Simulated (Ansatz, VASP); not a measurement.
# LiF: VASP beside Ansatz

The input INCAR:

```
PREC = Accurate ; ENCUT = 520
EDIFF = 1E-6 ; ISMEAR = 0
SIGMA = 0.05 ; LREAL = False
LASPH = True ; NELM = 100
ALGO = Normal ; ISIF = 2
LWAVE = False ; LCHARG = False
GGA = CA ; NBANDS = 18
```

File KPOINTS:

```
Automatic mesh
0
Gamma
  9 9 6
```

POSCAR

```
LiF
1.0
    3.1154738578      0.0000000000      0.0000000000
   -1.5577369289      2.6980795057      0.0000000000
    0.0000000000      0.0000000000      4.4071493192
Li F
2 2
Direct
    0.3333333333      0.6666666667      0.4120529761
    0.6666666667      0.3333333333      0.9120529761
    0.3333333333      0.6666666667      0.9910195924
    0.6666666667      0.3333333333      0.4910195924
```

Input for Ansatz:

```yaml
crystal:
  lattice:
    - [3.1154738578, 0.0, 0.0]
    - [-1.5577369289, 2.6980795057, 0.0]
    - [0.0, 0.0, 4.4071493192]
  atoms:
    - { symbol: Li, position: [0.3333333333, 0.6666666667, 0.4120529761] }
    - { symbol: Li, position: [0.6666666667, 0.3333333333, 0.9120529761] }
    - { symbol: F, position: [0.3333333333, 0.6666666667, 0.9910195924] }
    - { symbol: F, position: [0.6666666667, 0.3333333333, 0.4910195924] }
basis:
  ecutwfc: 520.0
kpoints:
  mp_grid: { grid: [9, 9, 6] }
hamiltonian:
  xc: lda
scf:
  occupations: { method: gaussian, width: 0.05 }
output:
  forces: true
  stress: true
  eigenvalues: true
```

Alike in both runs: task single point; functional LDA; k mesh 9 × 9 × 6; occupations gaussian, width 0.05 eV; no spin polarisation.

|  | VASP | Ansatz |
| --- | --- | --- |
| version | VASP 6.6.1 | Ansatz 0.2.0 |
| potentials or method | VASP PAW LDA potentials, release 64 (Li_sv, F), cutoff 520 eV | scalar-relativistic, plane waves, PAW |
| valence electrons in the cell | 20 | 20 |

```tsv
	VASP	Ansatz	Ansatz less VASP
gap on the k mesh at the Fermi level (eV)	7.62	7.63	+0.014
least direct gap on the mesh (eV)	7.62	7.63	+0.014
rms of the force components (eV/Å)	0.006	0.003	-0.0027
```

LDA's correlation is that of Perdew and Zunger in VASP and of Perdew and Wang (1992) in Ansatz. Atom by atom the forces differ by 0.003 eV/Å (rms over components).

Noted on VASP's run: the cutoff is under 1.25 times that of the potentials, so the pressure is a little rough.
